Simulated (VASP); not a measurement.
# SiC in VASP: notebook

Runs on SiC. Level: PBE. Tasks: single point.

Everything below comes from runs of VASP 6.6.1. Logs are shortened: lines on timing, memory, paths and dates and some standing lists are left out, and cuts for length are marked.

**1. The cell of the first run**

The structure is cubic, space group F-43m (No. 216). The conventional cell has a = 4.356 Å, b = 4.356 Å, c = 4.356 Å, α = 90.00°, β = 90.00°, γ = 90.00°. Si (site symmetry -43m) has 4 C at 1.89 Å within 2.5 Å. C (site symmetry -43m) has 4 Si at 1.89 Å within 2.5 Å.

**2. Single point, PBE**

File INCAR:

```
PREC = Accurate ; ENCUT = 520
EDIFF = 1E-6 ; ISMEAR = 0
SIGMA = 0.01 ; LREAL = False
LASPH = True ; NELM = 80
ALGO = Normal ; ISIF = 2
LWAVE = False ; LCHARG = False
GGA = PE ; NBANDS = 11
```

File KPOINTS:

```
Automatic mesh
0
Gamma
  6 6 6
```

File POSCAR:

```
SiC
1.0
    0.0000000000      2.1780523510      2.1780523510
    2.1780523510      0.0000000000      2.1780523510
    2.1780523510      2.1780523510      0.0000000000
Si C
1 1
Direct
    0.0000000000      0.0000000000      0.0000000000
    0.2500000000      0.2500000000      0.2500000000
```

Potentials or basis: VASP PAW PBE potentials, release 64 (Si, C).

The run is started by

```console
cat potpaw_PBE.64/Si/POTCAR potpaw_PBE.64/C/POTCAR > POTCAR
mpirun -np 1 vasp_std > vasp.out
```

OUTCAR:

```text
PREC = Accurate
   ENCUT = 520
   EDIFF = 1E-6
   ISMEAR = 0
   LREAL = False
   LASPH = True
   NELM = 80
   ISIF = 2
   GGA = PE

 ion  position               nearest neighbor table
   1  0.000  0.000  0.000-   2 1.89   2 1.89   2 1.89   2 1.89
   2  0.250  0.250  0.250-   1 1.89   1 1.89   1 1.89   1 1.89

  LATTYP: Found a face centered cubic cell.
 ALAT       =     4.3561047020

  Lattice vectors:

 A1 = (   0.0000000000,   2.1780523510,   2.1780523510)
 A2 = (   2.1780523510,   0.0000000000,   2.1780523510)
 A3 = (   2.1780523510,   2.1780523510,   0.0000000000)

Analysis of symmetry for initial positions (statically):
=====================================================================
 Subroutine PRICEL returns:
 Original cell was already a primitive cell.

 Routine SETGRP: Setting up the symmetry group for a
 face centered cubic supercell.

 Subroutine GETGRP returns: Found 24 space group operations
 (whereof 24 operations were pure point group operations)
 out of a pool of 48 trial point group operations.

The static configuration has the point symmetry T_d .

Analysis of symmetry for dynamics (positions and initial velocities):
=====================================================================
 Subroutine PRICEL returns:
 Original cell was already a primitive cell.

 Routine SETGRP: Setting up the symmetry group for a
 face centered cubic supercell.

 Subroutine GETGRP returns: Found 24 space group operations
 (whereof 24 operations were pure point group operations)
 out of a pool of 48 trial point group operations.

The dynamic configuration has the point symmetry T_d .

 Subroutine INISYM returns: Found 24 space group operations
 (whereof 24 operations are pure point group operations),
 and found     1 'primitive' translations

----------------------------------------------------------------------------------------

                                     Primitive cell

  volume of cell :      20.6650

  direct lattice vectors                    reciprocal lattice vectors
     0.000000000  2.178052351  2.178052351    -0.229562894  0.229562894  0.229562894
     2.178052351  0.000000000  2.178052351     0.229562894 -0.229562894  0.229562894
     2.178052351  2.178052351  0.000000000     0.229562894  0.229562894 -0.229562894

  length of vectors
     3.080231174  3.080231174  3.080231174     0.397614595  0.397614595  0.397614595

  position of ions in fractional coordinates (direct lattice)
     0.000000000  0.000000000  0.000000000
     0.250000000  0.250000000  0.250000000

  ion indices of the primitive-cell ions
   primitive index   ion index
                 1           1
                 2           2

----------------------------------------------------------------------------------------

 KPOINTS: Automatic mesh

Automatic generation of k-mesh.
 Grid dimensions read from file:
 generate k-points for:    6    6    6

 Generating k-lattice:

  Cartesian coordinates                     Fractional coordinates (reciprocal lattice)
    -0.038260482  0.038260482  0.038260482     0.166666667  0.000000000  0.000000000
     0.038260482 -0.038260482  0.038260482     0.000000000  0.166666667  0.000000000
     0.038260482  0.038260482 -0.038260482     0.000000000  0.000000000  0.166666667

  Length of vectors
     0.066269099  0.066269099  0.066269099

  Shift w.r.t. Gamma in fractional coordinates (k-lattice)
     0.000000000  0.000000000  0.000000000

 Subroutine IBZKPT returns following result:
 ===========================================

 Found     16 irreducible k-points:

 Following reciprocal coordinates:
            Coordinates               Weight
  0.000000  0.000000  0.000000      1.000000
  0.166667  0.000000  0.000000      8.000000
  0.333333  0.000000  0.000000      8.000000
  0.500000  0.000000  0.000000      4.000000
  0.166667  0.166667  0.000000      6.000000
  0.333333  0.166667  0.000000     24.000000
[... 8 lines left out ...]
 -0.333333  0.333333  0.166667     24.000000
 -0.333333  0.500000  0.166667     12.000000
   k-points           NKPTS =     16   k-points in BZ     NKDIM =     16   number of bands    NBANDS=     11
   number of dos      NEDOS =    301   number of ions     NIONS =      2
   total plane-waves  NPLWV =  13824
   dimension x,y,z NGX =    24 NGY =   24 NGZ =   24
   dimension x,y,z NGXF=    48 NGYF=   48 NGZF=   48
   ions per type =               1   1
   NGX,Y,Z   is equivalent  to a cutoff of  12.95, 12.95, 12.95 a.u.
   NGXF,Y,Z  is equivalent  to a cutoff of  25.91, 25.91, 25.91 a.u.
 SYSTEM =  unknown system
   PREC   = accura    normal or accurate (medium, high low for compatibility)
   ISTART =      0    job   : 0-new  1-cont  2-samecut
   ICHARG =      2    charge: 1-file 2-atom 10-const
   ISPIN  =      1    spin polarized calculation?
   LNONCOLLINEAR =      F non collinear calculations
   LSORBIT =      F    spin-orbit coupling
   LASPH  =      T    aspherical Exc in radial PAW
   ENCUT  =  520.0 eV  38.22 Ry    6.18 a.u.   5.73  5.73  5.73*2*pi/ulx,y,z
   NELM   =     80;   NELMIN=  2; NELMDL= -5     # of ELM steps
   EDIFF  = 0.1E-05   stopping-criterion for ELM
   LREAL  =      F    real-space projection
   EDIFFG = 0.1E-04   stopping-criterion for IOM
   NSW    =      0    number of steps for IOM
   IBRION =     -1    ionic relax: 0-MD 1-quasi-New 2-CG
   NFREE  =      0    steps in history (QN), initial steepest desc. (CG)
   ISIF   =      2    stress and relaxation
   ISYM   =      2    0-nonsym 1-usesym 2-fastsym
   POTIM  = 0.5000    time-step for ionic-motion
   TEBEG  =    0.0;   TEEND  =   0.0 temperature during run
   PSTRESS=    0.0 pullay stress
   NELECT =       8.0000    total number of electrons
   NUPDOWN=      -1.0000    fix difference up-down
   EMIN   =  10.00;   EMAX   =-10.00  energy-range for DOS
   EFERMI =   0.00;   METHOD = LEGACY
   ISMEAR =     0;   SIGMA  =   0.01  broadening in eV -4-tet -1-fermi 0-gaus
   EFERMI_NEDOS =   21; number of points for ismear=-14 and -15
   IALGO  =     38    algorithm
   IMIX   =      4    mixing-type and parameters
     AMIX     =   0.40;   BMIX     =  1.00
     AMIX_MAG =   1.60;   BMIX_MAG =  1.00
  volume/ion in A,a.u.               =      10.33        69.73
  Fermi-wavevector in a.u.,A,eV,Ry     =   1.193145  2.254717 19.369182  1.423595
  Thomas-Fermi vector in A             =   2.329166
   LORBIT       =      0    0 simple, 1 ext, 2 COOP (PROOUT), +10 PAW based schemes
   GGA     = PE    functional components
   LHFCALC =     F    Hartree Fock is set to
   AEXX    =    0.0000 exact exchange contribution
   IVDW    =     0    specifies the selected vdW correction
   LEPSILON=     F    determine dielectric tensor
   LRPA    =     F    only Hartree local field effects (RPA)
 non-spin polarized calculation
 Gauss-broadening in eV      SIGMA  =   0.01
  energy-cutoff  :      520.00
  volume of cell :       20.66
 maximum number of plane-waves:       568
   NGX = 11   NGY = 11   NGZ = 11

 number of electron       8.0000001 magnetization

 Free energy of the ion-electron system (eV)
  ---------------------------------------------------
  ext. energy  EPLUGINS =         0.00000000
  ---------------------------------------------------
  free energy    TOTEN  =       -15.04652196 eV

  energy without entropy =      -15.04652196  energy(sigma->0) =      -15.04652196

 E-fermi :   8.1817     XC(G=0): -11.3599

 val. band max:        8.1291887688   @ k =   0.0000   0.0000   0.0000
 cond. band min:       9.4787242421   @ k =   0.5000   0.5000   0.0000
 fundamental gap:      1.3495354733
 Fermi energy:         8.1816985372

 k-point     1 :       0.0000    0.0000    0.0000
  band No.  band energies     occupation
      1      -7.2878      2.00000
      2       8.1292      2.00000
      3       8.1292      2.00000
      4       8.1292      2.00000
      5      14.3771      0.00000
      6      15.4391      0.00000
      7      15.4391      0.00000
      8      15.4391      0.00000
      9      22.6369      0.00000
     10      22.6369      0.00000
     11      24.6244      0.00000

 k-point     2 :       0.1667    0.0000    0.0000
  band No.  band energies     occupation
      1      -6.7479      2.00000
      2       5.7568      2.00000
      3       7.7991      2.00000
      4       7.7991      2.00000
      5      14.4807      0.00000
      6      15.9578      0.00000
      7      15.9578      0.00000
      8      16.4923      0.00000
      9      21.1028      0.00000
     10      21.1028      0.00000
     11      23.8007      0.00000

 k-point     3 :       0.3333    0.0000    0.0000
  band No.  band energies     occupation
      1      -5.2193      2.00000
      2       1.9484      2.00000
      3       7.2850      2.00000
      4       7.2850      2.00000
      5      13.8232      0.00000
      6      15.7731      0.00000
      7      15.7731      0.00000
      8      18.0553      0.00000
      9      22.4131      0.00000
     10      22.4131      0.00000
     11      23.4006      0.00000

 k-point     4 :       0.5000    0.0000    0.0000
  band No.  band energies     occupation
      1      -3.7152      2.00000
      2      -0.4166      2.00000
      3       7.0764      2.00000
      4       7.0764      2.00000
      5      13.5711      0.00000
      6      15.3550      0.00000
      7      15.3550      0.00000
      8      18.1880      0.00000
      9      24.3411      0.00000
     10      25.3708      0.00000
     11      25.3708      0.00000

 k-point     5 :       0.1667    0.1667    0.0000
  band No.  band energies     occupation
      1      -6.5675      2.00000
      2       6.3344      2.00000
      3       7.0201      2.00000
      4       7.0201      2.00000
      5      13.6731      0.00000
      6      15.4819      0.00000
      7      17.1770      0.00000
      8      17.1770      0.00000
      9      18.9697      0.00000
     10      23.4510      0.00000
     11      26.8591      0.00000
[... 99 lines left out ...]
 k-point    13 :       0.5000    0.5000    0.0000
  band No.  band energies     occupation
      1      -2.2617      2.00000
      2       0.3263      2.00000
      3       4.9394      2.00000
      4       4.9394      2.00000
      5       9.4787      0.00000
      6      12.4500      0.00000
      7      22.1765      0.00000
      8      22.1765      0.00000
      9      22.9345      0.00000
     10      28.2521      0.00000
     11      30.3146      0.00000

 k-point    14 :       0.5000    0.3333    0.1667
  band No.  band energies     occupation
      1      -3.9341      2.00000
      2       2.1723      2.00000
      3       4.0243      2.00000
      4       5.7077      2.00000
      5      13.0236      0.00000
      6      15.8832      0.00000
      7      16.7183      0.00000
      8      19.8146      0.00000
      9      21.4589      0.00000
     10      24.9351      0.00000
     11      28.7459      0.00000

 k-point    15 :      -0.3333    0.3333    0.1667
  band No.  band energies     occupation
      1      -2.6309      2.00000
      2       0.7491      2.00000
      3       3.4115      2.00000
      4       5.0052      2.00000
      5      13.2487      0.00000
      6      16.0259      0.00000
      7      18.4531      0.00000
      8      19.4240      0.00000
      9      21.0519      0.00000
     10      24.6049      0.00000
     11      29.3031      0.00000

 k-point    16 :      -0.3333    0.5000    0.1667
  band No.  band energies     occupation
      1      -2.0922      2.00000
      2       0.8368      2.00000
      3       3.6165      2.00000
      4       3.7407      2.00000
      5      12.1188      0.00000
      6      15.2242      0.00000
      7      18.9700      0.00000
      8      20.3498      0.00000
      9      22.3250      0.00000
     10      25.8532      0.00000
     11      29.2921      0.00000

------------------------ aborting loop because EDIFF is reached ----------------------------------------

  FORCE on cell =-STRESS in cart. coord.  units (eV):
  Direction    XX          YY          ZZ          XY          YZ          ZX
  --------------------------------------------------------------------------------------
  -------------------------------------------------------------------------------------
  Total        0.4574596      0.4574596      0.4574596     -0.0000000     -0.0000000     -0.0000000
  in kB       35.4673247     35.4673247     35.4673247     -0.0000000     -0.0000000     -0.0000000
  external PRESSURE =      35.4673247 kB  Pullay stress =       0.0000000 kB

 VOLUME and BASIS-vectors are now :
 -----------------------------------------------------------------------------
  energy-cutoff  :      520.00
  volume of cell :       20.66
      direct lattice vectors                 reciprocal lattice vectors
     0.000000000  2.178052351  2.178052351    -0.229562894  0.229562894  0.229562894
     2.178052351  0.000000000  2.178052351     0.229562894 -0.229562894  0.229562894
     2.178052351  2.178052351  0.000000000     0.229562894  0.229562894 -0.229562894

 POSITION                                       TOTAL-FORCE (eV/Angst)
 -----------------------------------------------------------------------------------
      0.00000      0.00000      0.00000         0.000000     -0.000000     -0.000000
      1.08903      1.08903      1.08903        -0.000000      0.000000      0.000000
 -----------------------------------------------------------------------------------
    total drift:                                0.000000      0.000000      0.000000

  FREE ENERGIE OF THE ION-ELECTRON SYSTEM (eV)
  ---------------------------------------------------
  free  energy   TOTEN  =       -15.0465219576 eV

  energy  without entropy=      -15.0465219576  energy(sigma->0) =      -15.04652196
```

It took 9.6 s on 1 thread of Intel Xeon 8259CL, shared host; peak memory 0.1 GiB.

What came out:

```
Free energy            : -15.0465 eV
Pressure               : 3.5 GPa
Band gap on the k mesh : 1.35 eV, indirect (least direct gap 4.54 eV)
```

Levels at points of the mesh, in eV from the valence-band top:
| k point | band 1 | band 2 | band 3 | band 4 | band 5 | band 6 | band 7 | band 8 |
| --- | --- | --- | --- | --- | --- | --- | --- | --- |
| (0.00, 0.00, 0.00) | -15.42 | 0.00 | 0.00 | 0.00 | 6.25 | 7.31 | 7.31 | 7.31 |
| (0.50, 0.00, 0.00) | -11.84 | -8.55 | -1.05 | -1.05 | 5.44 | 7.23 | 7.23 | 10.06 |
| (0.50, 0.50, 0.00) | -10.39 | -7.80 | -3.19 | -3.19 | 1.35 | 4.32 | 14.05 | 14.05 |

A k mesh can miss the band edges. Expect the measured gap to be larger: semilocal functionals such as PBE lack the derivative discontinuity.

**3. Single point, PBE (epitaxial 111 strain -4.0%)**

File INCAR:

```
SYSTEM = SiC
PREC = Accurate
ENCUT = 520
EDIFF = 1E-7
ISMEAR = 0
SIGMA = 0.01
LREAL = .False.
LASPH = .True.
NELM = 80
ALGO = Normal
ISIF = 2
LWAVE = .False.
LCHARG = .False.
GGA = PE
NBANDS = 11
```

File KPOINTS:

```
Automatic mesh
0
Gamma
  6 6 6
  0 0 0
```

File POSCAR:

```
SiC
1.0
    0.0697494642      2.1606797212      2.1606797212
    2.1606797212      0.0697494642      2.1606797212
    2.1606797212      2.1606797212      0.0697494642
Si C
1 1
Direct
    0.0017486235      0.0017486235      0.0017486235
    0.2482513765      0.2482513765      0.2482513765
```

Potentials or basis: VASP PAW PBE potentials, release 64 (Si, C).

The run is started by

```console
cat potpaw_PBE.64/Si/POTCAR potpaw_PBE.64/C/POTCAR > POTCAR
mpirun -np 1 vasp_std > vasp.out
```

Wall time 17 s (1 thread of Intel Xeon 8259CL, shared host); peak memory 0.1 GiB.

The run converged. Its results:

```
Free energy            : -14.8774 eV
Pressure               : 22.9 GPa
Largest force          : 0.052 eV/Å
Band gap on the k mesh : 1.01 eV, indirect (least direct gap 4.23 eV)
```

Forces on the atoms (eV/Å):
```
Si   0.030  0.030  0.030
C   -0.030 -0.030 -0.030
```

Stress tensor (GPa, compression positive):
```
22.94 -9.31 -9.31
-9.31 22.94 -9.31
-9.31 -9.31 22.94
```

Levels at points of the mesh, in eV from the valence-band top:
| k point | band 1 | band 2 | band 3 | band 4 | band 5 | band 6 | band 7 | band 8 | band 9 |
| --- | --- | --- | --- | --- | --- | --- | --- | --- | --- |
| (0.00, 0.00, 0.00) | -16.22 | -0.59 | 0.00 | 0.00 | 5.97 | 7.86 | 8.03 | 8.03 | 14.75 |
| (0.50, 0.00, 0.00) | -12.23 | -9.10 | -1.51 | -1.23 | 5.60 | 6.95 | 7.44 | 10.19 | 16.52 |
| (0.50, 0.50, 0.00) | -10.83 | -8.24 | -3.83 | -3.21 | 1.01 | 4.45 | 14.44 | 14.60 | 15.93 |
| (0.50, 0.50, 0.50) | -12.72 | -9.35 | -0.91 | -0.91 | 6.65 | 7.82 | 7.82 | 10.47 | 16.77 |

Caveat: the k points lie up to 0.43 Å⁻¹ apart; the cell differs from its parent crystal (epitaxial 111 strain -4.0%).
